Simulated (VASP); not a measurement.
# PbO (Pca2_1) in VASP: single point with PBE

Aim: the single point of PbO with PBE.

All numbers are computed with VASP 6.6.1; they aren't measurements. Logs are shortened: lines on timing, memory, paths and dates and some standing lists are left out, and cuts for length are marked.

### 1 The cell of the first run

The structure is orthorhombic, space group Pca2_1 (No. 29). The conventional cell has a = 5.791 Å, b = 5.955 Å, c = 5.452 Å, α = 90.00°, β = 90.00°, γ = 90.00°. Within 3.0 Å of Pb (site symmetry 1) lie 3 O at 2.25 to 2.26 Å. Within 3.0 Å of O (site symmetry 1) lie 3 Pb at 2.25 to 2.26 Å.

### 2 Single point, PBE

Contents of INCAR:

```
SYSTEM = PbO
  ALGO = Normal
  EDIFF = 1E-6
  ENCUT = 520
  GGA = PE
  ISIF = 2
  ISMEAR = 0
  LASPH = .True.
  LCHARG = .True.
  LELF = .True.
  LREAL = .False.
  LVHAR = .True.
  LWAVE = .False.
  NBANDS = 50
  NELM = 100
  PREC = Accurate
  SIGMA = 0.1
```

Contents of KPOINTS:

```
k-points
0
Gamma
  4 4 4
  0 0 0
```

Contents of POSCAR:

```
PbO
1.0
    5.7907900000      0.0000000000      0.0000000000
    0.0000000000      5.9551200000      0.0000000000
    0.0000000000      0.0000000000      5.4517000000
Pb O
4 4
Direct
    0.4740810000      0.2786270000      0.7524840000
    0.9740810000      0.7213730000      0.7524840000
    0.5259190000      0.7213730000      0.2524840000
    0.0259190000      0.2786270000      0.2524840000
    0.1156670000      0.3844770000      0.8670500000
    0.6156670000      0.6155230000      0.8670500000
    0.3843330000      0.3844770000      0.3670500000
    0.8843330000      0.6155230000      0.3670500000
```

Potentials or basis: VASP PAW PBE potentials, release 64 (Pb_d, O).

The run is started by

```bash
> cat potpaw_PBE.64/Pb_d/POTCAR potpaw_PBE.64/O/POTCAR > POTCAR
> mpirun -np 1 vasp_std > vasp.out
```

OUTCAR:

```text
SYSTEM = PbO
   EDIFF = 1E-6
   ENCUT = 520
   GGA = PE
   ISIF = 2
   ISMEAR = 0
   LASPH = .True.
   LREAL = .False.
   NELM = 100
   PREC = Accurate

 ion  position               nearest neighbor table
   1  0.474  0.279  0.752-   7 2.25   6 2.26   5 2.26   4 3.76   4 3.76   3 3.80   3 3.80   2 3.92
                             2 3.92
   2  0.974  0.721  0.752-   8 2.25   5 2.26   6 2.26   3 3.76   3 3.76   4 3.80   4 3.80   1 3.92
                             1 3.92
   3  0.526  0.721  0.252-   6 2.25   7 2.26   8 2.26   2 3.76   2 3.76   1 3.80   1 3.80   4 3.92
                             4 3.92
   4  0.026  0.279  0.252-   5 2.25   8 2.26   7 2.26   1 3.76   1 3.76   2 3.80   2 3.80   3 3.92
                             3 3.92
   5  0.116  0.384  0.867-   4 2.25   2 2.26   1 2.26
   6  0.616  0.616  0.867-   3 2.25   1 2.26   2 2.26
   7  0.384  0.384  0.367-   1 2.25   3 2.26   4 2.26
   8  0.884  0.616  0.367-   2 2.25   4 2.26   3 2.26

  LATTYP: Found a simple orthorhombic cell.
 ALAT       =     5.4517000000
 B/A-ratio  =     1.0621989471
 C/A-ratio  =     1.0923418383

  Lattice vectors:

 A1 = (   0.0000000000,   0.0000000000,   5.4517000000)
 A2 = (   5.7907900000,   0.0000000000,   0.0000000000)
 A3 = (   0.0000000000,   5.9551200000,   0.0000000000)

Analysis of symmetry for initial positions (statically):
=====================================================================
 Subroutine PRICEL returns:
 Original cell was already a primitive cell.

 Routine SETGRP: Setting up the symmetry group for a
 simple orthorhombic supercell.

 Subroutine GETGRP returns: Found  4 space group operations
 (whereof  1 operations were pure point group operations)
 out of a pool of  8 trial point group operations.

The static configuration has the point symmetry C_1 .
 The point group associated with its full space group is C_2v.

Analysis of symmetry for dynamics (positions and initial velocities):
=====================================================================
 Subroutine PRICEL returns:
 Original cell was already a primitive cell.

 Routine SETGRP: Setting up the symmetry group for a
 simple orthorhombic supercell.

 Subroutine GETGRP returns: Found  4 space group operations
 (whereof  1 operations were pure point group operations)
 out of a pool of  8 trial point group operations.

The dynamic configuration has the point symmetry C_1 .
 The point group associated with its full space group is C_2v.

 Subroutine INISYM returns: Found  4 space group operations
 (whereof  1 operations are pure point group operations),
 and found     1 'primitive' translations

----------------------------------------------------------------------------------------

                                     Primitive cell

  volume of cell :     188.0011

  direct lattice vectors                    reciprocal lattice vectors
     5.790790000  0.000000000  0.000000000     0.172688010  0.000000000  0.000000000
     0.000000000  5.955120000  0.000000000     0.000000000  0.167922729  0.000000000
     0.000000000  0.000000000  5.451700000     0.000000000  0.000000000  0.183429022

  length of vectors
     5.790790000  5.955120000  5.451700000     0.172688010  0.167922729  0.183429022

  position of ions in fractional coordinates (direct lattice)
     0.474081000  0.278627000  0.752484000
     0.974081000  0.721373000  0.752484000
     0.525919000  0.721373000  0.252484000
     0.025919000  0.278627000  0.252484000
     0.115667000  0.384477000  0.867050000
     0.615667000  0.615523000  0.867050000
     0.384333000  0.384477000  0.367050000
     0.884333000  0.615523000  0.367050000

  ion indices of the primitive-cell ions
   primitive index   ion index
                 1           1
                 2           2
                 3           3
                 4           4
                 5           5
                 6           6
                 7           7
                 8           8

----------------------------------------------------------------------------------------

 KPOINTS: k-points

Automatic generation of k-mesh.
 Grid dimensions read from file:
 generate k-points for:    4    4    4

 Generating k-lattice:

  Cartesian coordinates                     Fractional coordinates (reciprocal lattice)
     0.043172002  0.000000000  0.000000000     0.250000000  0.000000000  0.000000000
     0.000000000  0.041980682  0.000000000     0.000000000  0.250000000  0.000000000
     0.000000000  0.000000000  0.045857256     0.000000000  0.000000000  0.250000000

  Length of vectors
     0.043172002  0.041980682  0.045857256

  Shift w.r.t. Gamma in fractional coordinates (k-lattice)
     0.000000000  0.000000000  0.000000000

 Subroutine IBZKPT returns following result:
 ===========================================

 Found     27 irreducible k-points:

 Following reciprocal coordinates:
            Coordinates               Weight
  0.000000  0.000000  0.000000      1.000000
  0.250000  0.000000  0.000000      2.000000
  0.500000  0.000000  0.000000      1.000000
  0.000000  0.250000  0.000000      2.000000
  0.250000  0.250000  0.000000      4.000000
  0.500000  0.250000  0.000000      2.000000
[... 16 lines left out ...]
  0.250000  0.250000  0.500000      4.000000
  0.500000  0.250000  0.500000      2.000000
 [... further k-points ...]
   k-points           NKPTS =     27   k-points in BZ     NKDIM =     27   number of bands    NBANDS=     50
   number of dos      NEDOS =    301   number of ions     NIONS =      8
   total plane-waves  NPLWV =  96768
   dimension x,y,z NGX =    48 NGY =   48 NGZ =   42
   dimension x,y,z NGXF=    96 NGYF=   96 NGZF=   84
   ions per type =               4   4
   NGX,Y,Z   is equivalent  to a cutoff of  13.78, 13.40, 12.81 a.u.
   NGXF,Y,Z  is equivalent  to a cutoff of  27.56, 26.80, 25.62 a.u.
 SYSTEM =  PbO
   PREC   = accura    normal or accurate (medium, high low for compatibility)
   ISTART =      0    job   : 0-new  1-cont  2-samecut
   ICHARG =      2    charge: 1-file 2-atom 10-const
   ISPIN  =      1    spin polarized calculation?
   LNONCOLLINEAR =      F non collinear calculations
   LSORBIT =      F    spin-orbit coupling
   LASPH  =      T    aspherical Exc in radial PAW
   ENCUT  =  520.0 eV  38.22 Ry    6.18 a.u.  10.77 11.07 10.14*2*pi/ulx,y,z
   NELM   =    100;   NELMIN=  2; NELMDL= -5     # of ELM steps
   EDIFF  = 0.1E-05   stopping-criterion for ELM
   LREAL  =      F    real-space projection
[... 7 lines left out ...]
   TEBEG  =    0.0;   TEEND  =   0.0 temperature during run
   PSTRESS=    0.0 pullay stress
   NELECT =      80.0000    total number of electrons
   NUPDOWN=      -1.0000    fix difference up-down
   EMIN   =  10.00;   EMAX   =-10.00  energy-range for DOS
   EFERMI =   0.00;   METHOD = LEGACY
   ISMEAR =     0;   SIGMA  =   0.10  broadening in eV -4-tet -1-fermi 0-gaus
   EFERMI_NEDOS =   21; number of points for ismear=-14 and -15
   IALGO  =     38    algorithm
   IMIX   =      4    mixing-type and parameters
     AMIX     =   0.40;   BMIX     =  1.00
     AMIX_MAG =   1.60;   BMIX_MAG =  1.00
  volume/ion in A,a.u.               =      23.50       158.59
  Fermi-wavevector in a.u.,A,eV,Ry     =   1.231359  2.326931 20.629770  1.516245
  Thomas-Fermi vector in A             =   2.366172
   LORBIT       =      0    0 simple, 1 ext, 2 COOP (PROOUT), +10 PAW based schemes
   GGA     = PE    functional components
   LHFCALC =     F    Hartree Fock is set to
   AEXX    =    0.0000 exact exchange contribution
   IVDW    =     0    specifies the selected vdW correction
   LEPSILON=     F    determine dielectric tensor
   LRPA    =     F    only Hartree local field effects (RPA)
 non-spin polarized calculation
 Gauss-broadening in eV      SIGMA  =   0.10
  energy-cutoff  :      520.00
  volume of cell :      188.00
 maximum number of plane-waves:      5104
 NGX is ok and might be reduce to    48
   NGX = 21   NGY = 23   NGZ = 21

 number of electron      79.9999990 magnetization

 Free energy of the ion-electron system (eV)
  ---------------------------------------------------
  ext. energy  EPLUGINS =         0.00000000
  ---------------------------------------------------
  free energy    TOTEN  =       -42.87215445 eV

  energy without entropy =      -42.87215445  energy(sigma->0) =      -42.87215445

 E-fermi :   3.5724     XC(G=0):  -8.9503

 val. band max:        3.1562825015   @ k =   0.0000   0.0000   0.0000
 cond. band min:       5.5489669555   @ k =   0.5000   0.5000   0.5000
 fundamental gap:      2.3926844541
 Fermi energy:         3.5723895463

 k-point     1 :       0.0000    0.0000    0.0000
  band No.  band energies     occupation
      1     -14.3683      2.00000
      2     -14.3409      2.00000
      3     -14.3102      2.00000
      4     -14.2298      2.00000
      5     -12.4714      2.00000
      6     -12.4310      2.00000
[... 42 lines left out ...]
     49       9.6016      0.00000
     50      10.0121      0.00000

 k-point     2 :       0.2500    0.0000    0.0000
  band No.  band energies     occupation
      1     -14.3612      2.00000
      2     -14.3417      2.00000
      3     -14.2929      2.00000
      4     -14.2348      2.00000
      5     -12.4352      2.00000
      6     -12.4276      2.00000
[... 42 lines left out ...]
     49       9.0024      0.00000
     50       9.4023      0.00000

 k-point     3 :       0.5000    0.0000    0.0000
  band No.  band energies     occupation
      1     -14.3482      2.00000
      2     -14.3482      2.00000
      3     -14.2579      2.00000
      4     -14.2579      2.00000
      5     -12.4300      2.00000
      6     -12.4300      2.00000
[... 42 lines left out ...]
     49       8.8980      0.00000
     50       8.8980      0.00000

 k-point     4 :       0.0000    0.2500    0.0000
  band No.  band energies     occupation
      1     -14.3662      2.00000
      2     -14.3383      2.00000
      3     -14.3071      2.00000
      4     -14.2247      2.00000
      5     -12.4717      2.00000
      6     -12.4278      2.00000
[... 999 lines left out ...]
 k-point    23 :       0.2500    0.2500    0.5000
  band No.  band energies     occupation
      1     -14.3057      2.00000
      2     -14.3057      2.00000
      3     -14.2680      2.00000
      4     -14.2680      2.00000
      5     -12.4294      2.00000
      6     -12.4294      2.00000
[... 42 lines left out ...]
     49       9.5630      0.00000
     50       9.5630      0.00000

 k-point    24 :       0.5000    0.2500    0.5000
  band No.  band energies     occupation
      1     -14.2846      2.00000
      2     -14.2846      2.00000
      3     -14.2845      2.00000
      4     -14.2845      2.00000
      5     -12.4174      2.00000
      6     -12.4174      2.00000
[... 42 lines left out ...]
     49      10.0573      0.00000
     50      10.0745      0.00000

 [... further k-points ...]

------------------------ aborting loop because EDIFF is reached ----------------------------------------

  FORCE on cell =-STRESS in cart. coord.  units (eV):
  Direction    XX          YY          ZZ          XY          YZ          ZX
  --------------------------------------------------------------------------------------
  -------------------------------------------------------------------------------------
  Total       -0.0894900      0.1201737     -0.1276328      0.0000000      0.0000000      0.0000000
  in kB       -0.7626496      1.0241406     -1.0877089      0.0000000      0.0000000      0.0000000
  external PRESSURE =      -0.2754060 kB  Pullay stress =       0.0000000 kB

 VOLUME and BASIS-vectors are now :
 -----------------------------------------------------------------------------
  energy-cutoff  :      520.00
  volume of cell :      188.00
      direct lattice vectors                 reciprocal lattice vectors
     5.790790000  0.000000000  0.000000000     0.172688010  0.000000000  0.000000000
     0.000000000  5.955120000  0.000000000     0.000000000  0.167922729  0.000000000
     0.000000000  0.000000000  5.451700000     0.000000000  0.000000000  0.183429022

 POSITION                                       TOTAL-FORCE (eV/Angst)
 -----------------------------------------------------------------------------------
      2.74530      1.65926      4.10232        -0.012937      0.044969      0.036900
      5.64070      4.29586      4.10232        -0.012937     -0.044969      0.036900
      3.04549      4.29586      1.37647         0.012937     -0.044969      0.036900
      0.15009      1.65926      1.37647         0.012937      0.044969      0.036900
      0.66980      2.28961      4.72690        -0.031374     -0.014613     -0.036900
      3.56520      3.66551      4.72690        -0.031374      0.014613     -0.036900
      2.22559      2.28961      2.00105         0.031374     -0.014613     -0.036900
      5.12099      3.66551      2.00105         0.031374      0.014613     -0.036900
 -----------------------------------------------------------------------------------
    total drift:                                0.000000     -0.000000      0.002104

  FREE ENERGIE OF THE ION-ELECTRON SYSTEM (eV)
  ---------------------------------------------------
  free  energy   TOTEN  =       -42.8721544533 eV

  energy  without entropy=      -42.8721544532  energy(sigma->0) =      -42.87215445
```

Wall time 5.8 min (1 thread of Intel Xeon 8259CL, shared host); peak memory 0.41 GiB.

What came out:

```
Free energy            : -42.8722 eV
Pressure               : 0.0 GPa
Largest force          : 0.060 eV/Å
Band gap on the k mesh : 2.39 eV, indirect (least direct gap 2.77 eV)
```

Forces on the atoms (eV/Å):
```
Pb  -0.013  0.045  0.037
Pb  -0.013 -0.045  0.037
Pb   0.013 -0.045  0.037
Pb   0.013  0.045  0.037
O   -0.031 -0.015 -0.037
O   -0.031  0.015 -0.037
O    0.031 -0.015 -0.037
O    0.031  0.015 -0.037
```

Levels at points of the mesh, in eV from the valence-band top:
| k point | band 37 | band 38 | band 39 | band 40 | band 41 | band 42 | band 43 | band 44 |
| --- | --- | --- | --- | --- | --- | --- | --- | --- |
| (0.00, 0.00, 0.00) | -1.15 | -1.01 | -0.53 | 0.00 | 2.89 | 3.20 | 3.27 | 4.58 |
| (0.50, 0.00, 0.00) | -1.13 | -1.13 | -0.57 | -0.57 | 3.99 | 3.99 | 4.25 | 4.25 |
| (0.00, 0.50, 0.00) | -0.83 | -0.66 | -0.48 | -0.22 | 3.30 | 3.33 | 3.38 | 4.39 |
| (0.50, 0.50, 0.00) | -0.90 | -0.90 | -0.63 | -0.63 | 3.03 | 3.03 | 3.65 | 3.65 |
| (0.00, 0.00, 0.50) | -1.35 | -1.35 | -0.61 | -0.61 | 3.59 | 3.59 | 4.23 | 4.23 |
| (0.50, 0.00, 0.50) | -1.29 | -1.29 | -1.29 | -1.29 | 3.23 | 3.23 | 3.23 | 3.23 |
| (0.00, 0.50, 0.50) | -0.86 | -0.86 | -0.52 | -0.52 | 2.98 | 2.98 | 3.39 | 3.39 |
| (0.50, 0.50, 0.50) | -0.83 | -0.83 | -0.83 | -0.83 | 2.39 | 2.39 | 2.39 | 2.39 |

Caveat: spin-orbit coupling is left out, which moves the levels of the heavy elements.
